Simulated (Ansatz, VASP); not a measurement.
## KF: VASP beside Ansatz

File POSCAR:

```
KF
1.0
    0.0000000000      2.6589605711      2.6456657682
    2.6589605711      0.0000000000      2.6456657682
    2.6589605711      2.6589605711      0.0000000000
K F
1 1
Direct
    0.0000000000      0.0000000000      0.0000000000
    0.5000000000      0.5000000000      0.5000000000
```

Contents of INCAR.step1:

```
SYSTEM = KF
PREC = Accurate
ENCUT = 520
ISMEAR = 0
SIGMA = 0.01
LREAL = .False.
LASPH = .True.
NELM = 80
NBANDS = 15
GGA = PE
ALGO = Normal
EDIFF = 1E-4
LWAVE = .True.
LCHARG = .False.
```

Contents of INCAR.step2:

```
SYSTEM = KF
PREC = Accurate
ENCUT = 520
EDIFF = 1E-7
ISMEAR = 0
SIGMA = 0.01
LREAL = .False.
LASPH = .True.
NELM = 80
ALGO = Normal
ISIF = 2
LWAVE = .False.
LCHARG = .False.
METAGGA = R2SCAN
LMIXTAU = .True.
NBANDS = 15
ISTART = 1
```

File KPOINTS:

```
Automatic mesh
0
Gamma
  8 8 8
  0 0 0
```

Input for Ansatz:

```yaml
crystal:
  lattice:
    - [0.0, 2.6589605711, 2.6456657682]
    - [2.6589605711, 0.0, 2.6456657682]
    - [2.6589605711, 2.6589605711, 0.0]
  atoms:
    - { symbol: K, position: [0.0, 0.0, 0.0] }
    - { symbol: F, position: [0.5, 0.5, 0.5] }
kpoints:
  mp_grid: { grid: [8, 8, 8] }
  band_path:
    path:
      - [0.0, 0.0, 0.0]
      - [0.5, 0.0, 0.5]
      - [0.625, 0.25, 0.625]
      - [0.375, 0.375, 0.75]
      - [0.5, 0.5, 0.5]
      - [0.5, 0.25, 0.75]
    npoints: 1
hamiltonian:
  xc: r2scan
scf:
  occupations: { method: fixed }
  n_extra_bands: 4
output:
  forces: true
  stress: true
  eigenvalues: true
```

Change from the starting cell: uniaxial_z strain -0.5%.

Alike in both runs: task single point; functional r2SCAN; k mesh 8 × 8 × 8; no spin polarisation.

```csv
,VASP,Ansatz
version,VASP 6.6.1,Ansatz 0.2.0
potentials or method,"VASP PAW PBE potentials, release 64 (K_sv, F)","plane waves, PAW"
plane-wave cutoff (eV),520,500
occupations,"gaussian, width 0.01 eV",fixed
valence electrons in the cell,16,16
```

VASP gave:

| Item | Value |
| --- | --- |
| gap on the k mesh at the Fermi level (eV) | 6.93 |
| pressure (GPa) | 0.2 |
| traceless stress, the component that is largest in VASP (GPa) | 0.23 |

Problem. Estimate Ansatz's values.

Solution. gap on the k mesh at the Fermi level (eV): 6.93; pressure (GPa): 0.2; traceless stress, the component that is largest in VASP (GPa): 0.22.

VASP's potentials were made for PBE, not for r2SCAN.
